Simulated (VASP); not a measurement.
# Pt: single point with PBEsol

Pt:

```
CELL_PARAMETERS angstrom
2.63995 0.00000 0.00000
-1.31998 2.28627 0.00000
0.00000 0.00000 5.01558
ATOMIC_POSITIONS crystal
Pt 0.66667 0.33333 0.75000
Pt 0.33333 0.66667 0.25000
```

This isn't the form of Pt at room conditions, which is fcc.

This cell differs from its parent crystal: ratio of the length along z to the lengths across it x 1.1, volume and fractional coordinates fixed.

```json
{
 "Program": "VASP 6.6.1",
 "Task": "single point",
 "Functional": "PBEsol",
 "Potentials or basis": "VASP PAW PBE potentials, release 64 (Pt)",
 "Cutoff": "520 eV",
 "k mesh": "30 × 30 × 14",
 "Occupations": "gaussian, width 0.15 eV",
 "Spin": "no spin polarisation"
}
```

```yaml
Pressure: 5.8 GPa
Band_gap_on_the_k_mesh: zero (bands 10 and 11 overlap by 1.72 eV)
```

Stress tensor (GPa, compression positive):
```
 14.65   0.00   0.00
  0.00  14.65   0.00
  0.00   0.00 -11.99
```

Levels at points of the mesh, in eV from the Fermi level:
```csv
k point,band 6,band 7,band 8,band 9,band 10,band 11,band 12,band 13,band 14,band 15
"(0.00, 0.00, 0.00)",-3.48,-3.48,-1.53,-1.27,-1.27,-0.09,-0.09,3.79,14.09,15.54
"(0.50, 0.00, 0.00)",-2.69,-2.41,-0.20,0.82,0.94,2.46,4.07,7.59,8.39,9.88
"(0.00, 0.00, 0.50)",-3.68,-3.68,-3.68,-0.59,-0.59,-0.59,-0.59,10.24,10.24,15.94
"(0.50, 0.00, 0.50)",-1.60,-0.95,-0.95,0.88,0.88,1.67,1.67,7.30,7.30,13.20
```

It took 7.4 min on 1 thread of Intel Xeon 8259CL, with other jobs on the host, peak memory 0.4 GiB.

Caveat: the stress differs along the axes, from -12 to 15 GPa; the PAW data sets were made with another functional, which shifts forces and pressure a little; spin-orbit coupling is left out, which moves the levels of the heavy elements.
